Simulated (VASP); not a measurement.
# HfO2 in VASP: settings compared

HfO2 is run at these levels: PBEsol, PBE; tasks: single point.

Program: VASP 6.6.1. These are calculated values, not measurements. Logs are shortened: lines on timing, memory, paths and dates and some standing lists are left out, and cuts for length are marked.

## (1) The cell of the first run

The typed cell holds 3 atoms: a = 3.617 Å, b = 3.617 Å, c = 3.617 Å, α = 60.00°, β = 60.00°, γ = 60.00°.

## (2) Single point, PBEsol (atoms moved at random)

Contents of INCAR:

```
PREC     = Accurate       # precision mode
ENCUT    = 520            # plane-wave cutoff, eV
EDIFF    = 1E-7           # SCF threshold, eV
ISMEAR   = -1             # smearing method
SIGMA    = 0.05           # smearing width, eV
LREAL    = False          # projectors in reciprocal space
LASPH    = True           # aspherical terms in the spheres
NELM     = 80             # most SCF steps
ALGO     = Normal         # electronic algorithm
ISIF     = 2              # what is computed and relaxed
LWAVE    = False          # write WAVECAR
LCHARG   = False          # write CHGCAR
GGA      = PS             # functional
NBANDS   = 18             # bands
```

Contents of KPOINTS:

```
regular mesh
0
Gamma
  9 9 9
```

Contents of POSCAR:

```
HfO2
1.0
    0.0000000000      2.5575000000      2.5575000000
    2.5575000000      0.0000000000      2.5575000000
    2.5575000000      2.5575000000      0.0000000000
Hf O
1 2
Direct
    0.0090260000      0.0007760000     -0.0152430000
    0.7464370000      0.7487370000      0.7572420000
    0.2510910000      0.2400870000      0.2500430000
```

Potentials or basis: VASP PAW PBE potentials, release 64 (Hf_pv, O).

Run with:

```console
$ cat potpaw_PBE.64/Hf_pv/POTCAR potpaw_PBE.64/O/POTCAR > POTCAR
$ mpirun -np 1 vasp_std > vasp.out
```

OUTCAR:

```text
PREC = Accurate
   ENCUT = 520
   EDIFF = 1E-7
   ISMEAR = -1
   LREAL = False
   LASPH = True
   NELM = 80
   ISIF = 2
   GGA = PS

 ion  position               nearest neighbor table
   1  0.009  0.001  0.985-   3 2.17   2 2.18   2 2.19   3 2.21   2 2.21   3 2.24   3 2.25   2 2.28

   2  0.746  0.749  0.757-   1 2.18   1 2.19   1 2.21   1 2.28
   3  0.251  0.240  0.250-   1 2.17   1 2.21   1 2.24   1 2.25

  LATTYP: Found a face centered cubic cell.
 ALAT       =     5.1150000000

  Lattice vectors:

 A1 = (   0.0000000000,   2.5575000000,   2.5575000000)
 A2 = (   2.5575000000,   0.0000000000,   2.5575000000)
 A3 = (   2.5575000000,   2.5575000000,   0.0000000000)

Analysis of symmetry for initial positions (statically):
=====================================================================
 Subroutine PRICEL returns:
 Original cell was already a primitive cell.

 Routine SETGRP: Setting up the symmetry group for a
 face centered cubic supercell.

 Subroutine GETGRP returns: Found  1 space group operations
 (whereof  1 operations were pure point group operations)
 out of a pool of 48 trial point group operations.

The static configuration has the point symmetry C_1 .

Analysis of symmetry for dynamics (positions and initial velocities):
=====================================================================
 Subroutine PRICEL returns:
 Original cell was already a primitive cell.

 Routine SETGRP: Setting up the symmetry group for a
 face centered cubic supercell.

 Subroutine GETGRP returns: Found  1 space group operations
 (whereof  1 operations were pure point group operations)
 out of a pool of 48 trial point group operations.

The dynamic configuration has the point symmetry C_1 .

 Subroutine INISYM returns: Found  1 space group operations
 (whereof  1 operations are pure point group operations),
 and found     1 'primitive' translations

----------------------------------------------------------------------------------------

                                     Primitive cell

  volume of cell :      33.4562

  direct lattice vectors                    reciprocal lattice vectors
     0.000000000  2.557500000  2.557500000    -0.195503421  0.195503421  0.195503421
     2.557500000  0.000000000  2.557500000     0.195503421 -0.195503421  0.195503421
     2.557500000  2.557500000  0.000000000     0.195503421  0.195503421 -0.195503421

[... 77 lines left out ...]
   ISTART =      0    job   : 0-new  1-cont  2-samecut
   ICHARG =      2    charge: 1-file 2-atom 10-const
   ISPIN  =      1    spin polarized calculation?
   LNONCOLLINEAR =      F non collinear calculations
   LSORBIT =      F    spin-orbit coupling
   LASPH  =      T    aspherical Exc in radial PAW
   ENCUT  =  520.0 eV  38.22 Ry    6.18 a.u.   6.72  6.72  6.72*2*pi/ulx,y,z
   NELM   =     80;   NELMIN=  2; NELMDL= -5     # of ELM steps
   EDIFF  = 0.1E-06   stopping-criterion for ELM
   LREAL  =      F    real-space projection
   EDIFFG = 0.1E-05   stopping-criterion for IOM
   NSW    =      0    number of steps for IOM
   IBRION =     -1    ionic relax: 0-MD 1-quasi-New 2-CG
   NFREE  =      0    steps in history (QN), initial steepest desc. (CG)
   ISIF   =      2    stress and relaxation
   ISYM   =      2    0-nonsym 1-usesym 2-fastsym
   POTIM  = 0.5000    time-step for ionic-motion
   TEBEG  =    0.0;   TEEND  =   0.0 temperature during run
   PSTRESS=    0.0 pullay stress
   NELECT =      22.0000    total number of electrons
   NUPDOWN=      -1.0000    fix difference up-down
   EMIN   =  10.00;   EMAX   =-10.00  energy-range for DOS
   EFERMI =   0.00;   METHOD = LEGACY
   ISMEAR =    -1;   SIGMA  =   0.05  broadening in eV -4-tet -1-fermi 0-gaus
   EFERMI_NEDOS =   21; number of points for ismear=-14 and -15
   IALGO  =     38    algorithm
   IMIX   =      4    mixing-type and parameters
     AMIX     =   0.40;   BMIX     =  1.00
     AMIX_MAG =   1.60;   BMIX_MAG =  1.00
  volume/ion in A,a.u.               =      11.15        75.26
  Fermi-wavevector in a.u.,A,eV,Ry     =   1.423607  2.690227 27.574337  2.026657
  Thomas-Fermi vector in A             =   2.544186
   LORBIT       =      0    0 simple, 1 ext, 2 COOP (PROOUT), +10 PAW based schemes
   GGA     = PS    functional components
   LHFCALC =     F    Hartree Fock is set to
   AEXX    =    0.0000 exact exchange contribution
   IVDW    =     0    specifies the selected vdW correction
   LEPSILON=     F    determine dielectric tensor
   LRPA    =     F    only Hartree local field effects (RPA)
 non-spin polarized calculation
  energy-cutoff  :      520.00
  volume of cell :       33.46
 maximum number of plane-waves:       914
   NGX = 13   NGY = 13   NGZ = 13

 number of electron      22.0000000 magnetization

 Free energy of the ion-electron system (eV)
  ---------------------------------------------------
  ext. energy  EPLUGINS =         0.00000000
  ---------------------------------------------------
  free energy    TOTEN  =       -31.54579468 eV

  energy without entropy =      -31.54579468  energy(sigma->0) =      -31.54579468

 E-fermi :   4.9478     XC(G=0): -11.9622

 val. band max:        3.8688450188   @ k =   0.1111  -0.4444  -0.4444
 cond. band min:       7.5768280400   @ k =   0.0000   0.4444   0.4444
 fundamental gap:      3.7079830213
 Fermi energy:         4.9478328462

 k-point     1 :       0.0000    0.0000    0.0000
  band No.  band energies     occupation
      1     -25.8412      2.00000
      2     -25.8348      2.00000
      3     -25.8272      2.00000
      4     -14.6192      2.00000
      5     -11.6616      2.00000
      6      -1.3800      2.00000
[... 481 lines left out ...]
      5     -12.0673      2.00000
      6      -0.9972      2.00000
[... 10 lines left out ...]
     17      13.5528      0.00000
     18      16.7459      0.00000

 [... further k-points ...]
[... 5 lines left out ...]
  --------------------------------------------------------------------------------------
  -------------------------------------------------------------------------------------
  Total       -2.7255334     -2.7575508     -2.7506488      0.0740913      0.1748664     -0.0117266
  in kB     -130.5224346   -132.0557101   -131.7251804      3.5481421      8.3741352     -0.5615705
  external PRESSURE =    -131.4344417 kB  Pullay stress =       0.0000000 kB

 VOLUME and BASIS-vectors are now :
 -----------------------------------------------------------------------------
  energy-cutoff  :      520.00
  volume of cell :       33.46
      direct lattice vectors                 reciprocal lattice vectors
     0.000000000  2.557500000  2.557500000    -0.195503421  0.195503421  0.195503421
     2.557500000  0.000000000  2.557500000     0.195503421 -0.195503421  0.195503421
     2.557500000  2.557500000  0.000000000     0.195503421  0.195503421 -0.195503421

 POSITION                                       TOTAL-FORCE (eV/Angst)
 -----------------------------------------------------------------------------------
      2.52050      2.54160      0.02507         0.113236      0.052607     -0.131222
      3.85154      3.84566      3.82391        -0.388927     -0.060333     -0.037316
      1.25351      1.28165      1.25619         0.275691      0.007725      0.168538
 -----------------------------------------------------------------------------------
    total drift:                                0.000288      0.000228     -0.000103

  FREE ENERGIE OF THE ION-ELECTRON SYSTEM (eV)
  ---------------------------------------------------
  free  energy   TOTEN  =       -31.5457946820 eV

  energy  without entropy=      -31.5457946820  energy(sigma->0) =      -31.54579468
```

stdout:

```text
POSCAR found type information on POSCAR HfO
 POSCAR found :  2 types and       3 ions
 scaLAPACK will be used
 -----------------------------------------------------------------------------
|                                                                             |
|                                                                             |
|     You enforced a specific xc type in the INCAR file but a different       |
|     I HOPE YOU KNOW WHAT YOU ARE DOING!                                     |
|                                                                             |
 -----------------------------------------------------------------------------

 LDA part: xc-table for (Slater+PW92), standard interpolation
 POSCAR, INCAR and KPOINTS ok, starting setup
 FFT: planning ... GRIDC
 FFT: planning ... GRID_SOFT
 FFT: planning ... GRID
 WAVECAR not read
 entering main loop
```

Run time: 8.3 min. Hardware: 1 thread of AMD EPYC 7R13, shared host; peak memory 0.29 GiB.

Results:

```
Free energy            : -31.5458 eV
Pressure               : -13.1 GPa
Largest force          : 0.395 eV/Å
Band gap on the k mesh : 3.71 eV, indirect (least direct gap 3.82 eV)
```

Forces on the atoms (eV/Å):
```
Hf   0.113  0.053 -0.131
O   -0.389 -0.060 -0.037
O    0.276  0.008  0.169
```

Stress tensor (GPa, compression positive):
```
-13.05   0.35  -0.06
  0.35 -13.21   0.84
 -0.06   0.84 -13.17
```

Caveat: the cell differs from its parent crystal (atoms moved at random); the PAW data sets were made with another functional, which shifts forces and pressure a little; spin-orbit coupling is left out, which moves the levels of the heavy elements.

## (3) Single point, PBE (volume scaled by 0.94)

Contents of INCAR:

```
SYSTEM = HfO2
PREC = Accurate
ENCUT = 520
EDIFF = 1E-7
ISMEAR = -1
SIGMA = 0.05
LREAL = .FALSE.
LASPH = .TRUE.
NELM = 100
ALGO = Normal
ISIF = 2
LWAVE = .FALSE.
LCHARG = .FALSE.
GGA = PE
NBANDS = 18
```

Contents of KPOINTS:

```
regular mesh
0
G
  9 9 9
  0 0 0
```

Contents of POSCAR:

```
HfO2
1.0
    0.0000000000      2.5052914730      2.5052914730
    2.5052914730      0.0000000000      2.5052914730
    2.5052914730      2.5052914730      0.0000000000
Hf O
1 2
Direct
    0.0000000000      0.0000000000      0.0000000000
    0.7500000000      0.7500000000      0.7500000000
    0.2500000000      0.2500000000      0.2500000000
```

Potentials or basis: VASP PAW PBE potentials, release 64 (Hf_pv, O).

Run with:

```console
$ cat potpaw_PBE.64/Hf_pv/POTCAR potpaw_PBE.64/O/POTCAR > POTCAR
$ mpirun -np 1 vasp_std > vasp.out
```

OUTCAR:

```text
SYSTEM = HfO2
   PREC = Accurate
   ENCUT = 520
   EDIFF = 1E-7
   ISMEAR = -1
   LREAL = .FALSE.
   LASPH = .TRUE.
   NELM = 100
   ISIF = 2
   GGA = PE

 ion  position               nearest neighbor table
   1  0.000  0.000  0.000-   2 2.17   3 2.17   2 2.17   2 2.17   2 2.17   3 2.17   3 2.17   3 2.17

   2  0.750  0.750  0.750-   1 2.17   1 2.17   1 2.17   1 2.17
   3  0.250  0.250  0.250-   1 2.17   1 2.17   1 2.17   1 2.17

  LATTYP: Found a face centered cubic cell.
 ALAT       =     5.0105829460

  Lattice vectors:

 A1 = (   0.0000000000,   2.5052914730,   2.5052914730)
 A2 = (   2.5052914730,   0.0000000000,   2.5052914730)
 A3 = (   2.5052914730,   2.5052914730,   0.0000000000)

Analysis of symmetry for initial positions (statically):
=====================================================================
 Subroutine PRICEL returns:
 Original cell was already a primitive cell.

 Routine SETGRP: Setting up the symmetry group for a
 face centered cubic supercell.

 Subroutine GETGRP returns: Found 48 space group operations
[... 9 lines left out ...]

 Routine SETGRP: Setting up the symmetry group for a
 face centered cubic supercell.

 Subroutine GETGRP returns: Found 48 space group operations
[... 11 lines left out ...]
                                     Primitive cell

  volume of cell :      31.4489

  direct lattice vectors                    reciprocal lattice vectors
     0.000000000  2.505291473  2.505291473    -0.199577576  0.199577576  0.199577576
     2.505291473  0.000000000  2.505291473     0.199577576 -0.199577576  0.199577576
     2.505291473  2.505291473  0.000000000     0.199577576  0.199577576 -0.199577576

  length of vectors
     3.543017179  3.543017179  3.543017179     0.345678502  0.345678502  0.345678502

  position of ions in fractional coordinates (direct lattice)
     0.000000000  0.000000000  0.000000000
     0.750000000  0.750000000  0.750000000
     0.250000000  0.250000000  0.250000000

  ion indices of the primitive-cell ions
   primitive index   ion index
[... 85 lines left out ...]
   PSTRESS=    0.0 pullay stress
   NELECT =      22.0000    total number of electrons
   NUPDOWN=      -1.0000    fix difference up-down
   EMIN   =  10.00;   EMAX   =-10.00  energy-range for DOS
   EFERMI =   0.00;   METHOD = LEGACY
   ISMEAR =    -1;   SIGMA  =   0.05  broadening in eV -4-tet -1-fermi 0-gaus
   EFERMI_NEDOS =   21; number of points for ismear=-14 and -15
   IALGO  =     38    algorithm
   IMIX   =      4    mixing-type and parameters
     AMIX     =   0.40;   BMIX     =  1.00
     AMIX_MAG =   1.60;   BMIX_MAG =  1.00
  volume/ion in A,a.u.               =      10.48        70.74
  Fermi-wavevector in a.u.,A,eV,Ry     =   1.453274  2.746289 28.735572  2.112005
  Thomas-Fermi vector in A             =   2.570559
   LORBIT       =      0    0 simple, 1 ext, 2 COOP (PROOUT), +10 PAW based schemes
   GGA     = PE    functional components
   LHFCALC =     F    Hartree Fock is set to
   AEXX    =    0.0000 exact exchange contribution
   IVDW    =     0    specifies the selected vdW correction
   LEPSILON=     F    determine dielectric tensor
   LRPA    =     F    only Hartree local field effects (RPA)
 non-spin polarized calculation
  energy-cutoff  :      520.00
  volume of cell :       31.45
 maximum number of plane-waves:       869
   NGX = 13   NGY = 13   NGZ = 13

 number of electron      21.9999998 magnetization

 Free energy of the ion-electron system (eV)
  ---------------------------------------------------
  ext. energy  EPLUGINS =         0.00000000
  ---------------------------------------------------
  free energy    TOTEN  =       -30.21075994 eV

  energy without entropy =      -30.21075994  energy(sigma->0) =      -30.21075994

 E-fermi :   5.5808     XC(G=0): -12.0290

 val. band max:        4.5323374094   @ k =  -0.4444   0.4444   0.0000
 cond. band min:       8.5471171930   @ k =   0.4444   0.4444   0.0000
 fundamental gap:      4.0147797836
 Fermi energy:         5.5807899806

 k-point     1 :       0.0000    0.0000    0.0000
  band No.  band energies     occupation
      1     -24.9381      2.00000
      2     -24.9381      2.00000
      3     -24.9381      2.00000
      4     -14.3698      2.00000
      5     -11.1570      2.00000
      6      -0.9773      2.00000
[... 481 lines left out ...]
      5     -12.0889      2.00000
      6      -1.9699      2.00000
[... 10 lines left out ...]
     17      17.0147      0.00000
     18      18.2710      0.00000

 [... further k-points ...]
[... 5 lines left out ...]
  --------------------------------------------------------------------------------------
  -------------------------------------------------------------------------------------
  Total        1.9701991      1.9701991      1.9701991      0.0000000      0.0000000      0.0000000
  in kB      100.3727724    100.3727724    100.3727724      0.0000000      0.0000000      0.0000000
  external PRESSURE =     100.3727724 kB  Pullay stress =       0.0000000 kB

 VOLUME and BASIS-vectors are now :
 -----------------------------------------------------------------------------
  energy-cutoff  :      520.00
  volume of cell :       31.45
      direct lattice vectors                 reciprocal lattice vectors
     0.000000000  2.505291473  2.505291473    -0.199577576  0.199577576  0.199577576
     2.505291473  0.000000000  2.505291473     0.199577576 -0.199577576  0.199577576
     2.505291473  2.505291473  0.000000000     0.199577576  0.199577576 -0.199577576

 POSITION                                       TOTAL-FORCE (eV/Angst)
 -----------------------------------------------------------------------------------
      0.00000      0.00000      0.00000        -0.000000     -0.000000      0.000000
      3.75794      3.75794      3.75794        -0.000000      0.000000      0.000000
      1.25265      1.25265      1.25265         0.000000     -0.000000     -0.000000
 -----------------------------------------------------------------------------------
    total drift:                                0.000000      0.000000      0.000000

  FREE ENERGIE OF THE ION-ELECTRON SYSTEM (eV)
  ---------------------------------------------------
  free  energy   TOTEN  =       -30.2107599421 eV

  energy  without entropy=      -30.2107599421  energy(sigma->0) =      -30.21075994
```

OSZICAR:

```text
N       E                     dE             d eps       ncg     rms          rms(c)
DAV:   1     0.919928344185E+02    0.91993E+02   -0.12836E+04  1260   0.122E+03
DAV:   2    -0.320160052455E+02   -0.12401E+03   -0.11950E+03  1592   0.290E+02
DAV:   3    -0.359071852190E+02   -0.38912E+01   -0.38766E+01  1454   0.458E+01
DAV:   4    -0.359280486804E+02   -0.20863E-01   -0.20858E-01  1540   0.375E+00
DAV:   5    -0.359281755559E+02   -0.12688E-03   -0.12687E-03  1430   0.272E-01    0.517E+01
DAV:   6    -0.303192818714E+02    0.56089E+01   -0.19597E+01  1290   0.326E+01    0.439E+01
DAV:   7    -0.302411984206E+02    0.78083E-01   -0.64154E-01  1436   0.665E+00    0.299E+01
DAV:   8    -0.302281945436E+02    0.13004E-01   -0.22924E-01  1392   0.447E+00    0.913E+00
DAV:   9    -0.302106242375E+02    0.17570E-01   -0.57961E-02  1362   0.199E+00    0.258E+00
DAV:  10    -0.302107019290E+02   -0.77691E-04   -0.31119E-03  1382   0.432E-01    0.200E-01
DAV:  11    -0.302107502698E+02   -0.48341E-04   -0.15618E-04  1446   0.111E-01    0.207E-01
DAV:  12    -0.302107588188E+02   -0.85489E-05   -0.32801E-05  1378   0.390E-02    0.178E-02
DAV:  13    -0.302107597375E+02   -0.91875E-06   -0.14885E-06  1486   0.948E-03    0.360E-03
DAV:  14    -0.302107600071E+02   -0.26955E-06   -0.11923E-07  1300   0.255E-03    0.635E-03
DAV:  15    -0.302107599421E+02    0.64959E-07   -0.66160E-09   874   0.638E-04
   1 F= -.30210760E+02 E0= -.30210760E+02  d E =-.308141E-10
```

Wall time 11 s (1 thread of Intel Xeon 6975P-C (Granite Rapids), shared host); peak memory 0.16 GiB.

What came out:

* Free energy: -30.2108 eV
* Pressure: 10.0 GPa
* Band gap on the k mesh: 4.01 eV, indirect (least direct gap 4.13 eV)

Levels at points of the mesh, in eV from the valence-band top:
| k point | band 9 | band 10 | band 11 | band 12 | band 13 | band 14 |
| --- | --- | --- | --- | --- | --- | --- |
| (0.00, 0.00, 0.00) | -0.57 | -0.57 | -0.57 | 4.02 | 4.02 | 6.18 |

Caveat: spin-orbit coupling is left out, which moves the levels of the heavy elements.
